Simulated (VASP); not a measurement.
# Ge (Fd-3m) in VASP: further runs

Ge is run at these levels: PBE; tasks: single point.

Program: VASP 6.6.1. These are calculated values, not measurements. Logs are shortened: lines on timing, memory, paths and dates and some standing lists are left out, and cuts for length are marked.

**What was measured.**

From “Electronic and optical properties of SixGe1-x-ySny alloys lattice-matched to Ge”, 2021, arxiv:2109.02782, for a bulk crystal of Ge at 300 K: band gap 0.807 eV (direct).

The runs below are set against these values where they give the same quantity.

## (1) The cell of the first run

The structure is cubic, space group Fd-3m (No. 227). The conventional cell has a = 5.181 Å, b = 5.181 Å, c = 5.181 Å, α = 90.00°, β = 90.00°, γ = 90.00°. Within 3.0 Å of Ge (site symmetry -43m) lie 4 Ge at 2.24 Å.

## (2) Single point, PBE

The input, INCAR:

```
PREC     = Accurate       # precision mode
ENCUT    = 520            # plane-wave cutoff, eV
EDIFF    = 1E-7           # SCF threshold, eV
ISMEAR   = -1             # smearing method
SIGMA    = 0.02           # smearing width, eV
LREAL    = F              # projectors in reciprocal space
LASPH    = T              # aspherical terms in the spheres
NELM     = 100            # most SCF steps
ALGO     = Normal         # electronic algorithm
ISIF     = 2              # what is computed and relaxed
LWAVE    = F              # write WAVECAR
LCHARG   = F              # write CHGCAR
GGA      = PE             # functional
NBANDS   = 21             # bands
```

The input, KPOINTS:

```
Automatic mesh
0
Gamma
  6 6 6
```

The input, POSCAR:

```
Ge
1.0
    0.0000000000      2.5904746588      2.5904746588
    2.5904746588      0.0000000000      2.5904746588
    2.5904746588      2.5904746588      0.0000000000
Ge
2
Direct
    0.0000000000      0.0000000000      0.0000000000
    0.2500000000      0.2500000000      0.2500000000
```

Potentials or basis: VASP PAW PBE potentials, release 64 (Ge_d).

Started as:

```bash
cat potpaw_PBE.64/Ge_d/POTCAR > POTCAR
mpirun -np 1 vasp_std > vasp.out
```

OUTCAR:

```text
PREC = Accurate
   ENCUT = 520
   EDIFF = 1E-7
   ISMEAR = -1
   LREAL = F
   LASPH = T
   NELM = 100
   ISIF = 2
   GGA = PE

 ion  position               nearest neighbor table
   1  0.000  0.000  0.000-   2 2.24   2 2.24   2 2.24   2 2.24
   2  0.250  0.250  0.250-   1 2.24   1 2.24   1 2.24   1 2.24

  LATTYP: Found a face centered cubic cell.
 ALAT       =     5.1809493176

  Lattice vectors:

 A1 = (   0.0000000000,   2.5904746588,   2.5904746588)
 A2 = (   2.5904746588,   0.0000000000,   2.5904746588)
 A3 = (   2.5904746588,   2.5904746588,   0.0000000000)

Analysis of symmetry for initial positions (statically):
=====================================================================
 Subroutine PRICEL returns:
 Original cell was already a primitive cell.

 Routine SETGRP: Setting up the symmetry group for a
 face centered cubic supercell.

 Subroutine GETGRP returns: Found 48 space group operations
 (whereof 24 operations were pure point group operations)
 out of a pool of 48 trial point group operations.

The static configuration has the point symmetry T_d .
 The point group associated with its full space group is O_h .

Analysis of symmetry for dynamics (positions and initial velocities):
=====================================================================
 Subroutine PRICEL returns:
 Original cell was already a primitive cell.

 Routine SETGRP: Setting up the symmetry group for a
 face centered cubic supercell.

 Subroutine GETGRP returns: Found 48 space group operations
 (whereof 24 operations were pure point group operations)
 out of a pool of 48 trial point group operations.

The dynamic configuration has the point symmetry T_d .
 The point group associated with its full space group is O_h .

 Subroutine INISYM returns: Found 48 space group operations
 (whereof 24 operations are pure point group operations),
 and found     1 'primitive' translations

----------------------------------------------------------------------------------------

                                     Primitive cell

  volume of cell :      34.7671

  direct lattice vectors                    reciprocal lattice vectors
     0.000000000  2.590474659  2.590474659    -0.193014820  0.193014820  0.193014820
     2.590474659  0.000000000  2.590474659     0.193014820 -0.193014820  0.193014820
     2.590474659  2.590474659  0.000000000     0.193014820  0.193014820 -0.193014820

  length of vectors
     3.663484395  3.663484395  3.663484395     0.334311475  0.334311475  0.334311475

  position of ions in fractional coordinates (direct lattice)
     0.000000000  0.000000000  0.000000000
     0.250000000  0.250000000  0.250000000

  ion indices of the primitive-cell ions
   primitive index   ion index
                 1           1
                 2           2

----------------------------------------------------------------------------------------

 KPOINTS: Automatic mesh

Automatic generation of k-mesh.
 Grid dimensions read from file:
 generate k-points for:    6    6    6

 Generating k-lattice:

  Cartesian coordinates                     Fractional coordinates (reciprocal lattice)
    -0.032169137  0.032169137  0.032169137     0.166666667  0.000000000  0.000000000
     0.032169137 -0.032169137  0.032169137     0.000000000  0.166666667  0.000000000
     0.032169137  0.032169137 -0.032169137     0.000000000  0.000000000  0.166666667

  Length of vectors
     0.055718579  0.055718579  0.055718579

  Shift w.r.t. Gamma in fractional coordinates (k-lattice)
     0.000000000  0.000000000  0.000000000

 Subroutine IBZKPT returns following result:
 ===========================================

 Found     16 irreducible k-points:

 Following reciprocal coordinates:
            Coordinates               Weight
  0.000000  0.000000  0.000000      1.000000
  0.166667  0.000000  0.000000      8.000000
  0.333333  0.000000  0.000000      8.000000
  0.500000  0.000000  0.000000      4.000000
  0.166667  0.166667  0.000000      6.000000
  0.333333  0.166667  0.000000     24.000000
[... 8 lines left out ...]
 -0.333333  0.333333  0.166667     24.000000
 -0.333333  0.500000  0.166667     12.000000
   k-points           NKPTS =     16   k-points in BZ     NKDIM =     16   number of bands    NBANDS=     21
   number of dos      NEDOS =    301   number of ions     NIONS =      2
   total plane-waves  NPLWV =  21952
   dimension x,y,z NGX =    28 NGY =   28 NGZ =   28
   dimension x,y,z NGXF=    56 NGYF=   56 NGZF=   56
   ions per type =               2
   NGX,Y,Z   is equivalent  to a cutoff of  12.71, 12.71, 12.71 a.u.
   NGXF,Y,Z  is equivalent  to a cutoff of  25.41, 25.41, 25.41 a.u.
 SYSTEM =  unknown system
   PREC   = accura    normal or accurate (medium, high low for compatibility)
   ISTART =      0    job   : 0-new  1-cont  2-samecut
   ICHARG =      2    charge: 1-file 2-atom 10-const
   ISPIN  =      1    spin polarized calculation?
   LNONCOLLINEAR =      F non collinear calculations
   LSORBIT =      F    spin-orbit coupling
   LASPH  =      T    aspherical Exc in radial PAW
   ENCUT  =  520.0 eV  38.22 Ry    6.18 a.u.   6.81  6.81  6.81*2*pi/ulx,y,z
   NELM   =    100;   NELMIN=  2; NELMDL= -5     # of ELM steps
   EDIFF  = 0.1E-06   stopping-criterion for ELM
   LREAL  =      F    real-space projection
   EDIFFG = 0.1E-05   stopping-criterion for IOM
   NSW    =      0    number of steps for IOM
   IBRION =     -1    ionic relax: 0-MD 1-quasi-New 2-CG
   NFREE  =      0    steps in history (QN), initial steepest desc. (CG)
   ISIF   =      2    stress and relaxation
   ISYM   =      2    0-nonsym 1-usesym 2-fastsym
   POTIM  = 0.5000    time-step for ionic-motion
   TEBEG  =    0.0;   TEEND  =   0.0 temperature during run
   PSTRESS=    0.0 pullay stress
   NELECT =      28.0000    total number of electrons
   NUPDOWN=      -1.0000    fix difference up-down
   EMIN   =  10.00;   EMAX   =-10.00  energy-range for DOS
   EFERMI =   0.00;   METHOD = LEGACY
   ISMEAR =    -1;   SIGMA  =   0.02  broadening in eV -4-tet -1-fermi 0-gaus
   EFERMI_NEDOS =   21; number of points for ismear=-14 and -15
   IALGO  =     38    algorithm
   IMIX   =      4    mixing-type and parameters
     AMIX     =   0.40;   BMIX     =  1.00
     AMIX_MAG =   1.60;   BMIX_MAG =  1.00
  volume/ion in A,a.u.               =      17.38       117.31
  Fermi-wavevector in a.u.,A,eV,Ry     =   1.523134  2.878306 31.564669  2.319938
  Thomas-Fermi vector in A             =   2.631619
   LORBIT       =      0    0 simple, 1 ext, 2 COOP (PROOUT), +10 PAW based schemes
   GGA     = PE    functional components
   LHFCALC =     F    Hartree Fock is set to
   AEXX    =    0.0000 exact exchange contribution
   IVDW    =     0    specifies the selected vdW correction
   LEPSILON=     F    determine dielectric tensor
   LRPA    =     F    only Hartree local field effects (RPA)
 non-spin polarized calculation
  energy-cutoff  :      520.00
  volume of cell :       34.77
 maximum number of plane-waves:       960
   NGX = 13   NGY = 13   NGZ = 13

 number of electron      27.9999998 magnetization

 Free energy of the ion-electron system (eV)
  ---------------------------------------------------
  ext. energy  EPLUGINS =         0.00000000
  ---------------------------------------------------
  free energy    TOTEN  =        -7.79541188 eV

  energy without entropy =       -7.79537358  energy(sigma->0) =       -7.79539273

 E-fermi :   8.0989     XC(G=0): -11.2394

 val. band max:        7.9932370809   @ k =   0.0000   0.0000   0.0000
 cond. band min:       8.2212097890   @ k =   0.3333   0.3333   0.0000
 fundamental gap:      0.2279727080
 Fermi energy:         8.0988922673

 k-point     1 :       0.0000    0.0000    0.0000
  band No.  band energies     occupation
      1     -17.4384      2.00000
      2     -17.4384      2.00000
      3     -17.4384      2.00000
      4     -17.3775      2.00000
      5     -17.3775      2.00000
      6     -16.9735      2.00000
[... 13 lines left out ...]
     20      18.1935      0.00000
     21      18.1935      0.00000

 k-point     2 :       0.1667    0.0000    0.0000
  band No.  band energies     occupation
      1     -17.4628      2.00000
      2     -17.4628      2.00000
      3     -17.4309      2.00000
      4     -17.3409      2.00000
      5     -17.3409      2.00000
      6     -16.9960      2.00000
[... 13 lines left out ...]
     20      16.6448      0.00000
     21      16.6448      0.00000

 k-point     3 :       0.3333    0.0000    0.0000
  band No.  band energies     occupation
      1     -17.4799      2.00000
      2     -17.4799      2.00000
      3     -17.4160      2.00000
      4     -17.3051      2.00000
      5     -17.3051      2.00000
      6     -17.0157      2.00000
[... 13 lines left out ...]
     20      17.6313      0.00000
     21      17.6313      0.00000

 k-point     4 :       0.5000    0.0000    0.0000
  band No.  band energies     occupation
      1     -17.4823      2.00000
      2     -17.4823      2.00000
      3     -17.4086      2.00000
      4     -17.2973      2.00000
      5     -17.2973      2.00000
      6     -17.0171      2.00000
[... 13 lines left out ...]
     20      20.6421      0.00000
     21      20.6421      0.00000

 k-point     5 :       0.1667    0.1667    0.0000
  band No.  band energies     occupation
      1     -17.4639      2.00000
      2     -17.4548      2.00000
      3     -17.4548      2.00000
      4     -17.3450      2.00000
      5     -17.2994      2.00000
      6     -17.0693      2.00000
[... 13 lines left out ...]
     20      17.4534      0.00000
     21      18.7341      0.00000
[... 190 lines left out ...]
     20      22.4153      0.00000
     21      22.5817      0.00000

 k-point    14 :       0.5000    0.3333    0.1667
  band No.  band energies     occupation
      1     -17.5114      2.00000
      2     -17.5086      2.00000
      3     -17.3701      2.00000
      4     -17.2636      2.00000
      5     -17.1923      2.00000
      6     -17.1719      2.00000
[... 13 lines left out ...]
     20      19.4713      0.00000
     21      22.3045      0.00000

 k-point    15 :      -0.3333    0.3333    0.1667
  band No.  band energies     occupation
      1     -17.5323      2.00000
      2     -17.5122      2.00000
      3     -17.3292      2.00000
      4     -17.2297      2.00000
      5     -17.1801      2.00000
      6     -17.1714      2.00000
[... 13 lines left out ...]
     20      21.4659      0.00000
     21      21.6201      0.00000

 k-point    16 :      -0.3333    0.5000    0.1667
  band No.  band energies     occupation
      1     -17.5226      2.00000
      2     -17.5226      2.00000
      3     -17.2931      2.00000
      4     -17.2931      2.00000
      5     -17.1517      2.00000
      6     -17.1517      2.00000
[... 13 lines left out ...]
     20      21.2313      0.00000
     21      23.0139      0.00000

------------------------ aborting loop because EDIFF is reached ----------------------------------------

  FORCE on cell =-STRESS in cart. coord.  units (eV):
  Direction    XX          YY          ZZ          XY          YZ          ZX
  --------------------------------------------------------------------------------------
  -------------------------------------------------------------------------------------
  Total        8.6415335      8.6415335      8.6415335      0.0000000      0.0000000     -0.0000000
  in kB      398.2294379    398.2294379    398.2294379      0.0000000      0.0000000     -0.0000000
  external PRESSURE =     398.2294379 kB  Pullay stress =       0.0000000 kB

 VOLUME and BASIS-vectors are now :
 -----------------------------------------------------------------------------
  energy-cutoff  :      520.00
  volume of cell :       34.77
      direct lattice vectors                 reciprocal lattice vectors
     0.000000000  2.590474659  2.590474659    -0.193014820  0.193014820  0.193014820
     2.590474659  0.000000000  2.590474659     0.193014820 -0.193014820  0.193014820
     2.590474659  2.590474659  0.000000000     0.193014820  0.193014820 -0.193014820

 POSITION                                       TOTAL-FORCE (eV/Angst)
 -----------------------------------------------------------------------------------
      0.00000      0.00000      0.00000        -0.000000     -0.000000     -0.000000
      1.29524      1.29524      1.29524         0.000000      0.000000      0.000000
 -----------------------------------------------------------------------------------
    total drift:                                0.000000      0.000000      0.000000

  FREE ENERGIE OF THE ION-ELECTRON SYSTEM (eV)
  ---------------------------------------------------
  free  energy   TOTEN  =        -7.7954118825 eV

  energy  without entropy=       -7.7953735772  energy(sigma->0) =       -7.79539273
```

Wall time 7.7 s (1 thread of Intel Xeon Platinum 8559C (Emerald Rapids), shared host); peak memory 0.14 GiB.

Results:

```
Free energy            : -7.7954 eV
Pressure               : 39.8 GPa
Band gap on the k mesh : 0.23 eV, indirect (least direct gap 2.59 eV)
```

Levels at points of the mesh, in eV from the valence-band top:
| k point | band 10 | band 11 | band 12 | band 13 | band 14 | band 15 | band 16 | band 17 | band 18 | band 19 |
| --- | --- | --- | --- | --- | --- | --- | --- | --- | --- | --- |
| (0.00, 0.00, 0.00) | -24.91 | -15.12 | 0.00 | 0.00 | 0.00 | 2.59 | 2.59 | 2.59 | 2.67 | 7.03 |
| (0.50, 0.00, 0.00) | -24.88 | -12.28 | -9.19 | -1.88 | -1.88 | 1.11 | 3.77 | 3.77 | 7.07 | 12.47 |
| (0.50, 0.50, 0.00) | -24.85 | -10.12 | -10.12 | -4.16 | -4.16 | 0.27 | 0.27 | 11.85 | 11.85 | 14.42 |

## (3) Single point, PBE

This run uses another cell than the first one, of 18.28 Å³/atom, 1.052 times its volume.

The input, INCAR:

```
SYSTEM = Ge
PREC = Accurate
ENCUT = 520
EDIFF = 1E-7
ISMEAR = -1
SIGMA = 0.02
LREAL = .FALSE.
LASPH = .TRUE.
NELM = 60
ALGO = Normal
ISIF = 2
LWAVE = .FALSE.
LCHARG = .FALSE.
GGA = PE
NBANDS = 21
```

The input, KPOINTS:

```
Automatic mesh
0
G
  6 6 6
  0 0 0
```

The input, POSCAR:

```
Ge
1.0
    0.0000000000      2.6342058227      2.6342058227
    2.6342058227      0.0000000000      2.6342058227
    2.6342058227      2.6342058227      0.0000000000
Ge
2
Direct
    0.0000000000      0.0000000000      0.0000000000
    0.2500000000      0.2500000000      0.2500000000
```

Potentials or basis: VASP PAW PBE potentials, release 64 (Ge_d).

Started as:

```bash
cat potpaw_PBE.64/Ge_d/POTCAR > POTCAR
mpirun -np 1 vasp_std > vasp.out
```

OUTCAR:

```text
SYSTEM = Ge
   PREC = Accurate
   ENCUT = 520
   EDIFF = 1E-7
   ISMEAR = -1
   LREAL = .FALSE.
   LASPH = .TRUE.
   NELM = 60
   ISIF = 2
   GGA = PE

 ion  position               nearest neighbor table
   1  0.000  0.000  0.000-   2 2.28   2 2.28   2 2.28   2 2.28
   2  0.250  0.250  0.250-   1 2.28   1 2.28   1 2.28   1 2.28

  LATTYP: Found a face centered cubic cell.
 ALAT       =     5.2684116454

  Lattice vectors:

[... 560 lines left out ...]

------------------------ aborting loop because EDIFF is reached ----------------------------------------

  FORCE on cell =-STRESS in cart. coord.  units (eV):
  Direction    XX          YY          ZZ          XY          YZ          ZX
  --------------------------------------------------------------------------------------
  -------------------------------------------------------------------------------------
  Total        6.8091692      6.8091692      6.8091692      0.0000000      0.0000000      0.0000000
  in kB      298.4183999    298.4183999    298.4183999      0.0000000      0.0000000      0.0000000
  external PRESSURE =     298.4183999 kB  Pullay stress =       0.0000000 kB

 VOLUME and BASIS-vectors are now :
 -----------------------------------------------------------------------------
  energy-cutoff  :      520.00
  volume of cell :       36.56
      direct lattice vectors                 reciprocal lattice vectors
     0.000000000  2.634205823  2.634205823    -0.189810529  0.189810529  0.189810529
     2.634205823  0.000000000  2.634205823     0.189810529 -0.189810529  0.189810529
     2.634205823  2.634205823  0.000000000     0.189810529  0.189810529 -0.189810529

 POSITION                                       TOTAL-FORCE (eV/Angst)
 -----------------------------------------------------------------------------------
      0.00000      0.00000      0.00000        -0.000000     -0.000000     -0.000000
      1.31710      1.31710      1.31710         0.000000      0.000000      0.000000
 -----------------------------------------------------------------------------------
    total drift:                                0.000000      0.000000      0.000000

  FREE ENERGIE OF THE ION-ELECTRON SYSTEM (eV)
  ---------------------------------------------------
  free  energy   TOTEN  =        -8.1830977784 eV

  energy  without entropy=       -8.1830936849  energy(sigma->0) =       -8.18309573
```

OSZICAR:

```text
N       E                     dE             d eps       ncg     rms          rms(c)
DAV:   1     0.183730624517E+03    0.18373E+03   -0.14269E+04   771   0.389E+03
DAV:   2     0.166331056348E+02   -0.16710E+03   -0.16085E+03   677   0.603E+02
DAV:   3    -0.767561531322E+01   -0.24309E+02   -0.24140E+02   752   0.138E+02
DAV:   4    -0.835111293834E+01   -0.67550E+00   -0.67504E+00   772   0.272E+01
DAV:   5    -0.836097569435E+01   -0.98628E-02   -0.98623E-02   747   0.347E+00    0.429E+00
DAV:   6    -0.824016095198E+01    0.12081E+00   -0.37367E-02   847   0.118E+00    0.254E+00
DAV:   7    -0.818110647128E+01    0.59054E-01   -0.81259E-02   880   0.204E+00    0.167E-01
DAV:   8    -0.818287652750E+01   -0.17701E-02   -0.58723E-03   732   0.562E-01    0.514E-02
DAV:   9    -0.818309587326E+01   -0.21935E-03   -0.24365E-04   757   0.839E-02    0.174E-02
DAV:  10    -0.818309659259E+01   -0.71933E-06   -0.53855E-06   802   0.346E-02    0.415E-03
DAV:  11    -0.818309781449E+01   -0.12219E-05   -0.16957E-06   738   0.783E-03    0.946E-04
DAV:  12    -0.818309777838E+01    0.36110E-07   -0.61594E-08   550   0.504E-03
   1 F= -.81830978E+01 E0= -.81830957E+01  d E =-.409344E-05
```

stdout:

```text
POSCAR found type information on POSCAR Ge
 POSCAR found :  1 types and       2 ions
 scaLAPACK will be used
 LDA part: xc-table for (Slater+PW92), standard interpolation
 POSCAR, INCAR and KPOINTS ok, starting setup
 FFT: planning ... GRIDC
 FFT: planning ... GRID_SOFT
 FFT: planning ... GRID
 WAVECAR not read
 entering main loop
```

Run time: 8.8 s. Hardware: 1 thread of Intel Xeon Platinum 8559C (Emerald Rapids), shared host; peak memory 0.15 GiB.

What came out:

- Free energy: -8.1831 eV
- Pressure: 29.8 GPa
- Band gap on the k mesh: 0.33 eV, indirect (least direct gap 2.14 eV)

Levels at points of the mesh, in eV from the valence-band top:
| k point | band 12 | band 13 | band 14 | band 15 | band 16 | band 17 |
| --- | --- | --- | --- | --- | --- | --- |
| (0.00, 0.00, 0.00) | 0.00 | 0.00 | 0.00 | 2.14 | 2.59 | 2.59 |
| (0.50, 0.00, 0.00) | -8.83 | -1.78 | -1.78 | 0.92 | 3.78 | 3.78 |
| (0.50, 0.50, 0.00) | -9.85 | -3.93 | -3.93 | 0.38 | 0.38 | 11.39 |

A k mesh can miss the band edges.

(Continued in part 2 of 2.)
